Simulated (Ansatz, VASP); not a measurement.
**Two plane-wave programs on KTaO2**

INCAR

```
PREC = Accurate ; ENCUT = 520
EDIFF = 1E-6 ; ISMEAR = 0
SIGMA = 0.1 ; LREAL = False
LASPH = True ; NELM = 60
ALGO = Normal ; ISIF = 2
LWAVE = False ; LCHARG = False
GGA = PE ; NBANDS = 24
```

The input KPOINTS:

```
Automatic mesh
0
Gamma
  6 6 4
```

File POSCAR:

```
KTaO2
1.0
    4.8948996500      0.0000000000      0.0000000000
   -2.4474498200      4.2391074500      0.0000000000
    0.0000000000      0.0000000000      4.2400133900
K Ta O
1 1 2
Direct
    0.6666666700      0.3333333300      0.5000000000
    0.3333333300      0.6666666700      0.5000000000
    0.3333333300      0.6666666700      0.8599387500
    0.3333333300      0.6666666700      0.1400612500
```

Input for Ansatz:

```yaml
crystal:
  lattice:
    - [4.89489965, 0.0, 0.0]
    - [-2.44744982, 4.23910745, 0.0]
    - [0.0, 0.0, 4.24001339]
  atoms:
    - { symbol: K, position: [0.66666667, 0.33333333, 0.5] }
    - { symbol: Ta, position: [0.33333333, 0.66666667, 0.5] }
    - { symbol: O, position: [0.33333333, 0.66666667, 0.85993875] }
    - { symbol: O, position: [0.33333333, 0.66666667, 0.14006125] }
basis:
  ecutwfc: 420
kpoints:
  mp_grid: { grid: [6, 6, 4] }
hamiltonian:
  xc: pbe
scf:
  occupations: { method: gaussian, width: 0.1 }
  lower_state_search: "off"
output:
  forces: true
  stress: true
  eigenvalues: true
```

Alike in both runs: task single point; functional PBE; k mesh 6 × 6 × 4; occupations gaussian, width 0.1 eV; no spin polarisation.

```csv
,VASP,Ansatz
version,VASP 6.6.1,Ansatz 0.2.0
potentials or method,"VASP PAW PBE potentials, release 64 (K_sv, Ta_pv, O), cutoff 520 eV","scalar-relativistic, plane waves, PAW"
valence electrons in the cell,32,34
```

```tsv
	VASP	Ansatz	Ansatz less VASP
gap on the k mesh at the Fermi level (eV)	none	none	-
rms of the force components (eV/Å)	6.225	6.082	-0.1430
```

Atom by atom the forces differ by 0.143 eV/Å (rms over components). A gap of «none» marks a metal or a gap that the smearing closes. VASP's potentials hold 32 valence electrons a cell and Ansatz's 34, so a difference there can come from the potentials and not from the codes.

The k mesh is coarse, so the values compare programs but aren't converged. Spin-orbit coupling is off throughout. Noted on VASP's run: the standard files for N, O and F lose accuracy on very short bonds.
